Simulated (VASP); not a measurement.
# CsH (Fm-3m) in VASP: further runs

CsH is run at these levels: LDA; tasks: single point.

Everything below comes from runs of VASP 6.6.1. Logs are shortened: lines on timing, memory, paths and dates and some standing lists are left out, and cuts for length are marked.

### 1 The cell of the first run

It takes space group Fm-3m (No. 225, cubic). The conventional cell has a = 6.376 Å, b = 6.376 Å, c = 6.376 Å, α = 90.00°, β = 90.00°, γ = 90.00°. Within 4.2 Å of Cs (site symmetry m-3m) lie 6 H at 3.19 Å. Within 4.2 Å of H (site symmetry m-3m) lie 6 Cs at 3.19 Å.

### 2 Single point, LDA

INCAR

```
SYSTEM = CsH
ALGO = Normal
EDIFF = 1E-6
ENCUT = 520
ISIF = 2
ISMEAR = 0
LASPH = .True.
LCHARG = .True.
LELF = .True.
LREAL = .False.
LVHAR = .True.
LWAVE = .False.
NBANDS = 12
NELM = 80
PREC = Accurate
SIGMA = 0.1
```

KPOINTS

```
k-points
0
Gamma
  6 6 6
  0 0 0
```

POSCAR

```
CsH
1.0
    0.0000000000      3.1880000000      3.1880000000
    3.1880000000      0.0000000000      3.1880000000
    3.1880000000      3.1880000000      0.0000000000
Cs H
1 1
Direct
    0.0000000000      0.0000000000      0.0000000000
    0.5000000000      0.5000000000      0.5000000000
```

Potentials or basis: VASP PAW LDA potentials, release 64 (Cs_sv, H).

Launch:

```console
cat potpaw_LDA.64/Cs_sv/POTCAR potpaw_LDA.64/H/POTCAR > POTCAR
mpirun -np 1 vasp_std > vasp.out
```

OUTCAR:

```text
SYSTEM = CsH
   EDIFF = 1E-6
   ENCUT = 520
   ISIF = 2
   ISMEAR = 0
   LASPH = .True.
   LREAL = .False.
   NELM = 80
   PREC = Accurate

 ion  position               nearest neighbor table
   1  0.000  0.000  0.000-
   2  0.500  0.500  0.500-

  LATTYP: Found a face centered cubic cell.
 ALAT       =     6.3760000000

  Lattice vectors:

 A1 = (   0.0000000000,   3.1880000000,   3.1880000000)
 A2 = (   3.1880000000,   0.0000000000,   3.1880000000)
 A3 = (   3.1880000000,   3.1880000000,   0.0000000000)

Analysis of symmetry for initial positions (statically):
=====================================================================
 Subroutine PRICEL returns:
 Original cell was already a primitive cell.

 Routine SETGRP: Setting up the symmetry group for a
 face centered cubic supercell.

 Subroutine GETGRP returns: Found 48 space group operations
 (whereof 48 operations were pure point group operations)
 out of a pool of 48 trial point group operations.

The static configuration has the point symmetry O_h .

Analysis of symmetry for dynamics (positions and initial velocities):
=====================================================================
 Subroutine PRICEL returns:
 Original cell was already a primitive cell.

 Routine SETGRP: Setting up the symmetry group for a
 face centered cubic supercell.

 Subroutine GETGRP returns: Found 48 space group operations
 (whereof 48 operations were pure point group operations)
 out of a pool of 48 trial point group operations.

The dynamic configuration has the point symmetry O_h .

 Subroutine INISYM returns: Found 48 space group operations
 (whereof 48 operations are pure point group operations),
 and found     1 'primitive' translations

----------------------------------------------------------------------------------------

                                     Primitive cell

  volume of cell :      64.8015

  direct lattice vectors                    reciprocal lattice vectors
     0.000000000  3.188000000  3.188000000    -0.156838143  0.156838143  0.156838143
     3.188000000  0.000000000  3.188000000     0.156838143 -0.156838143  0.156838143
     3.188000000  3.188000000  0.000000000     0.156838143  0.156838143 -0.156838143

  length of vectors
     4.508512837  4.508512837  4.508512837     0.271651632  0.271651632  0.271651632

  position of ions in fractional coordinates (direct lattice)
     0.000000000  0.000000000  0.000000000
     0.500000000  0.500000000  0.500000000

  ion indices of the primitive-cell ions
   primitive index   ion index
                 1           1
                 2           2

[... 74 lines left out ...]
   NUPDOWN=      -1.0000    fix difference up-down
   EMIN   =  10.00;   EMAX   =-10.00  energy-range for DOS
   EFERMI =   0.00;   METHOD = LEGACY
   ISMEAR =     0;   SIGMA  =   0.10  broadening in eV -4-tet -1-fermi 0-gaus
   EFERMI_NEDOS =   21; number of points for ismear=-14 and -15
   IALGO  =     38    algorithm
   IMIX   =      4    mixing-type and parameters
     AMIX     =   0.40;   BMIX     =  1.00
     AMIX_MAG =   1.60;   BMIX_MAG =  1.00
  volume/ion in A,a.u.               =      32.40       218.65
  Fermi-wavevector in a.u.,A,eV,Ry     =   0.878105  1.659378 10.491026  0.771069
  Thomas-Fermi vector in A             =   1.998146
   LORBIT       =      0    0 simple, 1 ext, 2 COOP (PROOUT), +10 PAW based schemes
   GGA     = CA    functional components
   LHFCALC =     F    Hartree Fock is set to
   AEXX    =    0.0000 exact exchange contribution
   IVDW    =     0    specifies the selected vdW correction
   LEPSILON=     F    determine dielectric tensor
   LRPA    =     F    only Hartree local field effects (RPA)
 non-spin polarized calculation
 Gauss-broadening in eV      SIGMA  =   0.10
  energy-cutoff  :      520.00
  volume of cell :       64.80
 maximum number of plane-waves:      1807
 NGX is ok and might be reduce to    36
   NGX = 17   NGY = 17   NGZ = 17

 number of electron      10.0000000 magnetization

 number of electron       9.9999999 magnetization

 Free energy of the ion-electron system (eV)
  ---------------------------------------------------
  ext. energy  EPLUGINS =         0.00000000
  ---------------------------------------------------
  free energy    TOTEN  =        -4.89170625 eV

  energy without entropy =       -4.89170625  energy(sigma->0) =       -4.89170625

 E-fermi :   0.4791     XC(G=0):  -7.5299

 val. band max:        0.0331106514   @ k =   0.5000   0.0000   0.0000
 cond. band min:       1.9687792781   @ k =   0.5000   0.0000   0.0000
 fundamental gap:      1.9356686267
 Fermi energy:         0.4791194566

 k-point     1 :       0.0000    0.0000    0.0000
  band No.  band energies     occupation
      1     -21.4162      2.00000
      2      -7.8637      2.00000
      3      -7.8637      2.00000
      4      -7.8637      2.00000
      5      -1.8383      2.00000
      6       5.0140      0.00000
      7       5.0140      0.00000
      8       5.0140      0.00000
      9       5.6940      0.00000
     10       6.8260      0.00000
     11       6.8260      0.00000
     12       8.5444      0.00000
[... 211 lines left out ...]
 k-point    16 :      -0.3333    0.5000    0.1667
  band No.  band energies     occupation
      1     -21.3104      2.00000
      2      -8.5016      2.00000
      3      -8.2705      2.00000
      4      -8.1813      2.00000
      5      -0.8576      2.00000
      6       3.3844      0.00000
      7       4.5559      0.00000
      8       5.4442      0.00000
      9       8.2001      0.00000
     10       8.4605      0.00000
     11       8.7887      0.00000
     12       8.9407      0.00000

------------------------ aborting loop because EDIFF is reached ----------------------------------------

  FORCE on cell =-STRESS in cart. coord.  units (eV):
  Direction    XX          YY          ZZ          XY          YZ          ZX
  --------------------------------------------------------------------------------------
  -------------------------------------------------------------------------------------
  Total       -0.4987981     -0.4987981     -0.4987981      0.0000000     -0.0000000      0.0000000
  in kB      -12.3324810    -12.3324810    -12.3324810      0.0000000     -0.0000000      0.0000000
  external PRESSURE =     -12.3324810 kB  Pullay stress =       0.0000000 kB

 VOLUME and BASIS-vectors are now :
 -----------------------------------------------------------------------------
  energy-cutoff  :      520.00
  volume of cell :       64.80
      direct lattice vectors                 reciprocal lattice vectors
     0.000000000  3.188000000  3.188000000    -0.156838143  0.156838143  0.156838143
     3.188000000  0.000000000  3.188000000     0.156838143 -0.156838143  0.156838143
     3.188000000  3.188000000  0.000000000     0.156838143  0.156838143 -0.156838143

 POSITION                                       TOTAL-FORCE (eV/Angst)
 -----------------------------------------------------------------------------------
      0.00000      0.00000      0.00000        -0.000000     -0.000000      0.000000
      3.18800      3.18800      3.18800         0.000000      0.000000     -0.000000
 -----------------------------------------------------------------------------------
    total drift:                               -0.000000      0.000000      0.000000

  FREE ENERGIE OF THE ION-ELECTRON SYSTEM (eV)
  ---------------------------------------------------
  free  energy   TOTEN  =        -4.8917062480 eV

  energy  without entropy=       -4.8917062480  energy(sigma->0) =       -4.89170625
```

Wall time 5.9 s (1 thread of Intel Xeon 6975P-C (Granite Rapids), shared host); peak memory 0.17 GiB.

What came out:

| Item | Value |
| --- | --- |
| Free energy | -4.8917 eV |
| Pressure | -1.2 GPa |
| Band gap on the k mesh | 1.94 eV, direct |

Caveat: spin-orbit coupling is left out, which moves the levels of the heavy elements.

### 3 Single point, LDA

This run uses another cell than the first one, of 28.40 Å³/atom, 0.877 times its volume.

INCAR

```
PREC = Accurate ; ENCUT = 520
EDIFF = 1E-6 ; ISMEAR = 0
SIGMA = 0.02 ; LREAL = F
LASPH = T ; NELM = 60
ALGO = Normal ; ISIF = 2
LWAVE = F ; LCHARG = F
GGA = CA ; NBANDS = 12
```

KPOINTS

```
regular mesh
0
Gamma
  8 8 8
```

POSCAR

```
CsH
1.0
    0.0000000000      3.0511182310      3.0511182310
    3.0511182310      0.0000000000      3.0511182310
    3.0511182310      3.0511182310      0.0000000000
Cs H
1 1
Direct
    0.0000000000      0.0000000000      0.0000000000
    0.5000000000      0.5000000000      0.5000000000
```

Potentials or basis: VASP PAW LDA potentials, release 64 (Cs_sv, H).

Launch:

```console
cat potpaw_LDA.64/Cs_sv/POTCAR potpaw_LDA.64/H/POTCAR > POTCAR
mpirun -np 1 vasp_std > vasp.out
```

Run time: 5.7 s. Hardware: 1 thread of Intel Xeon 6975P-C (Granite Rapids), shared host; peak memory 0.16 GiB.

Results (log left out):

* Free energy: -4.9234 eV
* Pressure: 0.0 GPa
* Band gap on the k mesh: 1.73 eV, direct

Levels at points of the mesh, in eV from the valence-band top:
```
           k point  band 1  band 2  band 3  band 4  band 5  band 6  band 7  band 8  band 9  band 10
(0.00, 0.00, 0.00)  -21.57   -7.85   -7.85   -7.85   -2.18    4.93    4.93    4.93    6.11     7.00
(0.50, 0.00, 0.00)  -21.43   -9.10   -7.99   -7.99    0.00    1.73    4.45    4.45    7.39     8.62
(0.50, 0.50, 0.00)  -21.39   -8.91   -8.25   -8.25   -1.65    2.53    5.83    8.48    8.59     8.59
```

Caveat: spin-orbit coupling is left out, which moves the levels of the heavy elements.
